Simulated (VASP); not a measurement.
Set up this calculation in VASP 6.6.1, as the native input.

```
Task                               : single point
Functional                         : PBE-based screened hybrid with 20 % exact exchange
Potentials or basis                : VASP PAW PBE potentials, release 64 (Sn_d, Te)
Cutoff                             : 520 eV
k mesh                             : 4 × 4 × 4
Occupations                        : fermi-dirac, width 0.02 eV
Spin                               : no spin polarisation
Dipole correction                  : no
Grid for exact exchange (PRECFOCK) : Normal
Share of exact exchange            : 0.2
Further INCAR settings             : ALGO = Normal; EDIFF = 1e-06; NBANDS = 20
Screening parameter                : 0.5 1/Å
```

The system is SnTe2.

```
Sn Te
1.0
     0.00000    3.70104    3.70104
     3.70104    0.00000    3.70104
     3.70104    3.70104    0.00000
Sn Te
1 2
Direct
  0.00000 0.00000 0.00000
  0.25000 0.25000 0.25000
  0.75000 0.75000 0.75000
```

These files were run (other wordings do the same):

POSCAR

```
SnTe2
1.0
    0.0000000000      3.7010376726      3.7010376726
    3.7010376726      0.0000000000      3.7010376726
    3.7010376726      3.7010376726      0.0000000000
Sn Te
1 2
Direct
    0.0000000000      0.0000000000      0.0000000000
    0.2500000000      0.2500000000      0.2500000000
    0.7500000000      0.7500000000      0.7500000000
```

INCAR.step1

```
  PREC = Accurate
  ENCUT = 520
  EDIFF = 1E-5
  ISMEAR = -1
  SIGMA = 0.02
  LREAL = F
  LASPH = T
  NELM = 60
  ALGO = Normal
  ISIF = 2
  LWAVE = T
  GGA = PE
  NBANDS = 20
```

INCAR.step2

```
  PREC = Accurate
  ENCUT = 520
  EDIFF = 1E-6
  ISMEAR = -1
  SIGMA = 0.02
  LREAL = F
  LASPH = T
  NELM = 60
  ALGO = Normal
  ISIF = 2
  LWAVE = F
  LCHARG = T
  GGA = PE
  LHFCALC = T
  AEXX = 0.2
  HFSCREEN = 0.5
  PRECFOCK = Normal
  LELF = T
  LVHAR = T
  ISTART = 1
  NBANDS = 20
```

KPOINTS

```
regular mesh
0
Gamma
  4 4 4
```

Potentials or basis: VASP PAW PBE potentials, release 64 (Sn_d, Te).

Command:

```console
$ cat potpaw_PBE.64/Sn_d/POTCAR potpaw_PBE.64/Te/POTCAR > POTCAR
$ cp INCAR.step1 INCAR
$ mpirun -np 1 vasp_std > vasp.out
$ cp INCAR.step2 INCAR
$ mpirun -np 1 vasp_std > vasp.out
```

It gave:

The pressure is 0.2 GPa. The band gap on the k mesh is zero (bands 13 and 14 overlap by 2.17 eV).

Caveat: the k points lie up to 0.37 Å⁻¹ apart, too coarse for converged energies and pressures of a metal; the PAW data sets were made with another functional, which shifts forces and pressure a little; spin-orbit coupling is left out, which moves the levels of the heavy elements.

Run time: 32 min on 1 thread of Intel(R) Xeon(R) Platinum 8259CL CPU @ 2.50GHz (Skylake/Cascade Lake), on a shared host, peak memory 0.36 GiB.
